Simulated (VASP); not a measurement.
# BaTiO3 (P4mm) in VASP: a series of runs

BaTiO3 is run at these levels: PBEsol; tasks: electric field gradients.

All numbers are computed with VASP 6.6.1; they aren't measurements. Logs are shortened: lines on timing, memory, paths and dates and some standing lists are left out, and cuts for length are marked.

## Step 1: The cell of the first run

Symmetry: P4mm, No. 99, tetragonal system. Conventional cell: a = 3.918 Å, b = 3.918 Å, c = 3.936 Å, α = 90.00°, β = 90.00°, γ = 90.00°. Within 3.6 Å of Ba (site symmetry 4mm) lie 12 O at 2.74 to 2.82 Å and 8 Ti at 3.36 to 3.44 Å. Ti (site symmetry 4mm) has 6 O at 1.83 to 2.10 Å within 2.4 Å. Within 2.4 Å of O (site symmetry 4mm) lie 2 Ti at 1.83 to 2.10 Å. Within 2.6 Å of O (site symmetry 2mm) lie 2 Ti at 1.96 Å.

## Step 2: Electric field gradients, PBEsol (12.08 Å³/atom)

Input file INCAR:

```
SYSTEM = BaTiO3
PREC = Accurate ; ENCUT = 520
EDIFF = 1E-8 ; ISMEAR = -1
SIGMA = 0.08 ; LREAL = .FALSE.
LASPH = .TRUE. ; NELM = 100
ALGO = Normal ; ISIF = 2
LWAVE = .FALSE. ; LCHARG = .FALSE.
GGA = PS ; LEFG = .TRUE.
NBANDS = 28
```

Input file KPOINTS:

```
Automatic mesh
0
G
  7 7 7
  0 0 0
```

Input file POSCAR:

```
BaTiO3
1.0
    3.9181485176      0.0000000000      0.0000000000
    0.0000000000      3.9181485176      0.0000000000
    0.0000000000      0.0000000000      3.9359769848
Ba Ti O
1 1 3
Direct
    0.0000000000      0.0000000000      0.0000000000
    0.5000000000      0.5000000000      0.4820000000
    0.5000000000      0.5000000000      0.0160000000
    0.5000000000      0.0000000000      0.5150000000
    0.0000000000      0.5000000000      0.5150000000
```

Potentials or basis: VASP PAW PBE potentials, release 64 (Ba_sv, Ti_sv, O).

The run is started by

```console
$ cat potpaw_PBE.64/Ba_sv/POTCAR potpaw_PBE.64/Ti_sv/POTCAR potpaw_PBE.64/O/POTCAR > POTCAR
$ mpirun -np 1 vasp_std > vasp.out
```

OUTCAR:

```text
SYSTEM = BaTiO3
   PREC = Accurate
   ENCUT = 520
   EDIFF = 1E-8
   ISMEAR = -1
   LREAL = .FALSE.
   LASPH = .TRUE.
   NELM = 100
   ISIF = 2
   GGA = PS

 ion  position               nearest neighbor table
   1  0.000  0.000  0.000-   4 2.74   5 2.74   5 2.74   4 2.74   3 2.77   3 2.77   3 2.77   3 2.77
                             4 2.82   5 2.82   5 2.82   4 2.82   2 3.36   2 3.36   2 3.36   2 3.36
   2  0.500  0.500  0.482-   3 1.83   4 1.96   5 1.96   4 1.96   5 1.96   3 2.10   1 3.36   1 3.36
                             1 3.36   1 3.36   1 3.44   1 3.44   1 3.44   1 3.44
   3  0.500  0.500  0.016-   2 1.83   2 2.10   1 2.77   1 2.77   1 2.77   1 2.77
   4  0.500  0.000  0.515-   2 1.96   2 1.96   1 2.74   1 2.74   1 2.82   1 2.82
   5  0.000  0.500  0.515-   2 1.96   2 1.96   1 2.74   1 2.74   1 2.82   1 2.82

  LATTYP: Found a simple tetragonal cell.
 ALAT       =     3.9181485176
 C/A-ratio  =     1.0045502275

  Lattice vectors:

 A1 = (   3.9181485176,   0.0000000000,   0.0000000000)
 A2 = (   0.0000000000,   3.9181485176,   0.0000000000)
 A3 = (   0.0000000000,   0.0000000000,   3.9359769848)

Analysis of symmetry for initial positions (statically):
=====================================================================
 Subroutine PRICEL returns:
 Original cell was already a primitive cell.

 Routine SETGRP: Setting up the symmetry group for a
 simple tetragonal supercell.

 Subroutine GETGRP returns: Found  8 space group operations
 (whereof  8 operations were pure point group operations)
 out of a pool of 16 trial point group operations.

The static configuration has the point symmetry C_4v.

Analysis of symmetry for dynamics (positions and initial velocities):
=====================================================================
 Subroutine PRICEL returns:
 Original cell was already a primitive cell.

 Routine SETGRP: Setting up the symmetry group for a
 simple tetragonal supercell.

 Subroutine GETGRP returns: Found  8 space group operations
 (whereof  8 operations were pure point group operations)
 out of a pool of 16 trial point group operations.

The dynamic configuration has the point symmetry C_4v.

 Subroutine INISYM returns: Found  8 space group operations
 (whereof  8 operations are pure point group operations),
 and found     1 'primitive' translations

----------------------------------------------------------------------------------------

                                     Primitive cell

  volume of cell :      60.4247

  direct lattice vectors                    reciprocal lattice vectors
     3.918148518  0.000000000  0.000000000     0.255222587  0.000000000  0.000000000
     0.000000000  3.918148518  0.000000000     0.000000000  0.255222587  0.000000000
     0.000000000  0.000000000  3.935976985     0.000000000  0.000000000  0.254066526

  length of vectors
     3.918148518  3.918148518  3.935976985     0.255222587  0.255222587  0.254066526

  position of ions in fractional coordinates (direct lattice)
     0.000000000  0.000000000  0.000000000
     0.500000000  0.500000000  0.482000000
     0.500000000  0.500000000  0.016000000
     0.500000000  0.000000000  0.515000000
     0.000000000  0.500000000  0.515000000

  ion indices of the primitive-cell ions
   primitive index   ion index
                 1           1
                 2           2
                 3           3
                 4           4
                 5           5

----------------------------------------------------------------------------------------

 KPOINTS: Automatic mesh

Automatic generation of k-mesh.
 Grid dimensions read from file:
 generate k-points for:    7    7    7

 Generating k-lattice:

  Cartesian coordinates                     Fractional coordinates (reciprocal lattice)
     0.036460370  0.000000000  0.000000000     0.142857143  0.000000000  0.000000000
     0.000000000  0.036460370  0.000000000     0.000000000  0.142857143  0.000000000
     0.000000000  0.000000000  0.036295218     0.000000000  0.000000000  0.142857143

  Length of vectors
     0.036460370  0.036460370  0.036295218

  Shift w.r.t. Gamma in fractional coordinates (k-lattice)
     0.000000000  0.000000000  0.000000000

 Subroutine IBZKPT returns following result:
 ===========================================

 Found     40 irreducible k-points:

 Following reciprocal coordinates:
            Coordinates               Weight
  0.000000  0.000000  0.000000      1.000000
  0.142857  0.000000  0.000000      4.000000
  0.285714  0.000000  0.000000      4.000000
  0.428571  0.000000  0.000000      4.000000
  0.142857  0.142857  0.000000      4.000000
  0.285714  0.142857  0.000000      8.000000
[... 16 lines left out ...]
  0.285714  0.000000  0.285714      8.000000
  0.428571  0.000000  0.285714      8.000000
 [... further k-points ...]
   k-points           NKPTS =     40   k-points in BZ     NKDIM =     40   number of bands    NBANDS=     28
   number of dos      NEDOS =    301   number of ions     NIONS =      5
   total plane-waves  NPLWV =  27000
   dimension x,y,z NGX =    30 NGY =   30 NGZ =   30
   dimension x,y,z NGXF=    60 NGYF=   60 NGZF=   60
   ions per type =               1   1   3
   NGX,Y,Z   is equivalent  to a cutoff of  12.73, 12.73, 12.67 a.u.
   NGXF,Y,Z  is equivalent  to a cutoff of  25.46, 25.46, 25.34 a.u.
 SYSTEM =  BaTiO3
   PREC   = accura    normal or accurate (medium, high low for compatibility)
   ISTART =      0    job   : 0-new  1-cont  2-samecut
   ICHARG =      2    charge: 1-file 2-atom 10-const
   ISPIN  =      1    spin polarized calculation?
   LNONCOLLINEAR =      F non collinear calculations
   LSORBIT =      F    spin-orbit coupling
   LASPH  =      T    aspherical Exc in radial PAW
   ENCUT  =  520.0 eV  38.22 Ry    6.18 a.u.   7.29  7.29  7.32*2*pi/ulx,y,z
   NELM   =    100;   NELMIN=  2; NELMDL= -5     # of ELM steps
   EDIFF  = 0.1E-07   stopping-criterion for ELM
   LREAL  =      F    real-space projection
   EDIFFG = 0.1E-06   stopping-criterion for IOM
   NSW    =      0    number of steps for IOM
   IBRION =     -1    ionic relax: 0-MD 1-quasi-New 2-CG
   NFREE  =      0    steps in history (QN), initial steepest desc. (CG)
   ISIF   =      2    stress and relaxation
   ISYM   =      2    0-nonsym 1-usesym 2-fastsym
   POTIM  = 0.5000    time-step for ionic-motion
   TEBEG  =    0.0;   TEEND  =   0.0 temperature during run
   PSTRESS=    0.0 pullay stress
   NELECT =      40.0000    total number of electrons
   NUPDOWN=      -1.0000    fix difference up-down
   EMIN   =  10.00;   EMAX   =-10.00  energy-range for DOS
   EFERMI =   0.00;   METHOD = LEGACY
   ISMEAR =    -1;   SIGMA  =   0.08  broadening in eV -4-tet -1-fermi 0-gaus
   EFERMI_NEDOS =   21; number of points for ismear=-14 and -15
   IALGO  =     38    algorithm
   IMIX   =      4    mixing-type and parameters
     AMIX     =   0.40;   BMIX     =  1.00
     AMIX_MAG =   1.60;   BMIX_MAG =  1.00
  volume/ion in A,a.u.               =      12.08        81.55
  Fermi-wavevector in a.u.,A,eV,Ry     =   1.426779  2.696221 27.697358  2.035698
  Thomas-Fermi vector in A             =   2.547019
   LORBIT       =      0    0 simple, 1 ext, 2 COOP (PROOUT), +10 PAW based schemes
   GGA     = PS    functional components
   LHFCALC =     F    Hartree Fock is set to
   AEXX    =    0.0000 exact exchange contribution
   IVDW    =     0    specifies the selected vdW correction
   LEPSILON=     F    determine dielectric tensor
   LRPA    =     F    only Hartree local field effects (RPA)
 non-spin polarized calculation
  energy-cutoff  :      520.00
  volume of cell :       60.42
 maximum number of plane-waves:      1647
 NGX is ok and might be reduce to    30
   NGX = 15   NGY = 15   NGZ = 15

 number of electron      39.9999996 magnetization

 Free energy of the ion-electron system (eV)
  ---------------------------------------------------
  ext. energy  EPLUGINS =         0.00000000
  ---------------------------------------------------
  free energy    TOTEN  =       -41.88989222 eV

  energy without entropy =      -41.88989154  energy(sigma->0) =      -41.88989188

 E-fermi :   5.1738     XC(G=0): -11.8278

 val. band max:        4.1008912031   @ k =   0.4286   0.4286   0.4286
 cond. band min:       6.0553966486   @ k =   0.0000   0.0000   0.0000
 fundamental gap:      1.9545054455
 Fermi energy:         5.1737965206

 k-point     1 :       0.0000    0.0000    0.0000
  band No.  band energies     occupation
      1     -51.8448      2.00000
      2     -28.2620      2.00000
      3     -28.2058      2.00000
      4     -28.2058      2.00000
      5     -20.4947      2.00000
      6     -12.7813      2.00000
[... 20 lines left out ...]
     27       9.1917      0.00000
     28      11.9878      0.00000

 k-point     2 :       0.1429    0.0000    0.0000
  band No.  band energies     occupation
      1     -51.8445      2.00000
      2     -28.2614      2.00000
      3     -28.2198      2.00000
      4     -28.2052      2.00000
      5     -20.4632      2.00000
      6     -12.8189      2.00000
[... 20 lines left out ...]
     27       9.6030      0.00000
     28      12.4905      0.00000

 k-point     3 :       0.2857    0.0000    0.0000
  band No.  band energies     occupation
      1     -51.8439      2.00000
      2     -28.2602      2.00000
      3     -28.2512      2.00000
      4     -28.2039      2.00000
      5     -20.3909      2.00000
      6     -12.9787      2.00000
[... 616 lines left out ...]
      3     -28.2485      2.00000
      4     -28.2022      2.00000
      5     -20.3149      2.00000
      6     -12.7646      2.00000
[... 20 lines left out ...]
     27      12.1644      0.00000
     28      13.1189      0.00000

 k-point    24 :       0.4286    0.0000    0.2857
  band No.  band energies     occupation
      1     -51.8425      2.00000
      2     -28.3015      2.00000
      3     -28.2730      2.00000
      4     -28.2012      2.00000
      5     -20.2695      2.00000
      6     -12.7652      2.00000
[... 20 lines left out ...]
     27      12.9565      0.00000
     28      13.3706      0.00000

 [... further k-points ...]

------------------------ aborting loop because EDIFF is reached ----------------------------------------

  FORCE on cell =-STRESS in cart. coord.  units (eV):
  Direction    XX          YY          ZZ          XY          YZ          ZX
  --------------------------------------------------------------------------------------
  -------------------------------------------------------------------------------------
  Total        3.5820933      3.5820933      4.3637344      0.0000000      0.0000000      0.0000000
  in kB       94.9802129     94.9802129    115.7056473      0.0000000      0.0000000      0.0000000
  external PRESSURE =     101.8886910 kB  Pullay stress =       0.0000000 kB

 VOLUME and BASIS-vectors are now :
 -----------------------------------------------------------------------------
  energy-cutoff  :      520.00
  volume of cell :       60.42
      direct lattice vectors                 reciprocal lattice vectors
     3.918148518  0.000000000  0.000000000     0.255222587  0.000000000  0.000000000
     0.000000000  3.918148518  0.000000000     0.000000000  0.255222587  0.000000000
     0.000000000  0.000000000  3.935976985     0.000000000  0.000000000  0.254066526

 POSITION                                       TOTAL-FORCE (eV/Angst)
 -----------------------------------------------------------------------------------
      0.00000      0.00000      0.00000        -0.000000      0.000000     -0.043748
      1.95907      1.95907      1.89714         0.000000      0.000000      0.430254
      1.95907      1.95907      0.06298         0.000000     -0.000000     -0.129208
      1.95907      0.00000      2.02703         0.000000      0.000000     -0.128649
      0.00000      1.95907      2.02703        -0.000000     -0.000000     -0.128649
 -----------------------------------------------------------------------------------
    total drift:                                0.000000      0.000000     -0.000400

  FREE ENERGIE OF THE ION-ELECTRON SYSTEM (eV)
  ---------------------------------------------------
  free  energy   TOTEN  =       -41.8898922170 eV

  energy  without entropy=      -41.8898915442  energy(sigma->0) =      -41.88989188

 Electric field gradients (V/A^2)
---------------------------------------------------------------------
 ion       V_xx      V_yy      V_zz      V_xy      V_xz      V_yz
---------------------------------------------------------------------
   1       2.220     2.220    -4.440     0.000    -0.000     0.000
   2       1.135     1.135    -2.269    -0.000     0.000     0.000
   3      -4.457    -4.457     8.914    -0.000     0.000    -0.000
   4      -9.506    20.184   -10.679    -0.000     0.000    -0.000
   5      20.184    -9.506   -10.679    -0.000    -0.000     0.000
---------------------------------------------------------------------

 Electric field gradients after diagonalization (V/A^2)
 (convention: |V_zz| > |V_xx| > |V_yy|)
----------------------------------------------------------------------
 ion       V_xx      V_yy      V_zz     asymmetry (V_yy - V_xx)/ V_zz
----------------------------------------------------------------------
   1       2.220     2.220    -4.440       0.000
   2       1.135     1.135    -2.269       0.000
   3      -4.457    -4.457     8.914       0.000
   4     -10.679    -9.506    20.184       0.058
   5     -10.679    -9.506    20.184       0.058
----------------------------------------------------------------------

           NMR quadrupolar parameters

 Cq : quadrupolar parameter    Cq=e*Q*V_zz/h
 eta: asymmetry parameters     (V_yy - V_xx)/ V_zz
 Q  : nuclear electric quadrupole moment in mb (millibarn)
----------------------------------------------------------------------
 ion       Cq(MHz)       eta       Q (mb)
----------------------------------------------------------------------
   1      -0.011       0.000       1.000
   2      -0.005       0.000       1.000
   3       0.022       0.000       1.000
   4       0.049       0.058       1.000
   5       0.049       0.058       1.000
----------------------------------------------------------------------
```

Run time: 2.2 min. Hardware: 1 thread of Intel Xeon 8259CL, shared host; peak memory 0.22 GiB.

What came out:

```
Free energy                             : -41.8899 eV
Pressure                                : 10.2 GPa
Largest force                           : 0.430 eV/Å
Band gap on the k mesh                  : 1.95 eV (least direct gap 2.13 eV)
Largest electric field gradient by atom : Ba -4.4; Ti -2.3; O +8.9, +20.2 (each value once) V/Å²
```

Forces on the atoms (eV/Å):
```
Ba   0.000  0.000 -0.044
Ti   0.000  0.000  0.430
O    0.000  0.000 -0.129
O    0.000  0.000 -0.129
O    0.000  0.000 -0.129
```

Stress tensor (GPa, compression positive):
```
 9.50  0.00  0.00
 0.00  9.50  0.00
 0.00  0.00 11.57
```

Levels at points of the mesh, in eV from the valence-band top:
```csv
k point,band 17,band 18,band 19,band 20,band 21,band 22,band 23,band 24
"(0.00, 0.00, 0.00)",-1.16,-0.19,-0.18,-0.18,1.95,2.28,2.28,4.57
```

Electric field gradients, principal values (V/Å²):
| atom | least | middle | greatest (by size) |
| --- | --- | --- | --- |
| 1 Ba | 2.220 | 2.220 | -4.440 |
| 2 Ti | 1.135 | 1.135 | -2.269 |
| 3 O | -4.457 | -4.457 | 8.914 |
| 4 O | -9.506 | -10.679 | 20.184 |
| 5 O | -9.506 | -10.679 | 20.184 |

Caveat: the cell stands under pressure; without QUAD_EFG the Cq values of the log hold for a quadrupole moment of 1 mb, not for the nuclei; the PAW data sets were made with another functional, which shifts forces and pressure a little; spin-orbit coupling is left out, which moves the levels of the heavy elements. A k mesh can miss the band edges.

(Continued in part 2 of 2.)
